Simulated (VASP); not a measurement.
## HfN (rocksalt type): single point with PBEsol

The system is HfN (rocksalt type).

```
Hf N
1.0
     0.00000    1.93964    1.93964
     1.93964    0.00000    1.93964
     1.93964    1.93964    0.00000
Hf N
1 1
Direct
  0.00000 0.00000 0.00000
  0.50000 0.50000 0.50000
```

This cell differs from its parent crystal: volume scaled by 0.64.

```yaml
Program: VASP 6.6.1
Task: single point
Functional: PBEsol
Potentials_or_basis: VASP PAW PBE potentials, release 64 (Hf_pv, N)
Cutoff: 520 eV
k_mesh: 15 × 15 × 15
Occupations: fermi-dirac, width 0.08 eV
Spin: no spin polarisation
```

| Quantity | Value |
| --- | --- |
| Pressure | 327.6 GPa |

Levels at points of the mesh, in eV from the Fermi level:
```csv
k point,band 6,band 7,band 8,band 9,band 10,band 11
"(0.00, 0.00, 0.00)",-3.19,-3.19,-0.86,-0.86,-0.86,3.21
```

Run time: 13 s on 1 thread of Intel(R) Xeon(R) Platinum 8488C (Sapphire Rapids), with other jobs on the host, peak memory 0.15 GiB.

Caveat: the PAW data sets were made with another functional, which shifts forces and pressure a little; spin-orbit coupling is left out, which moves the levels of the heavy elements.
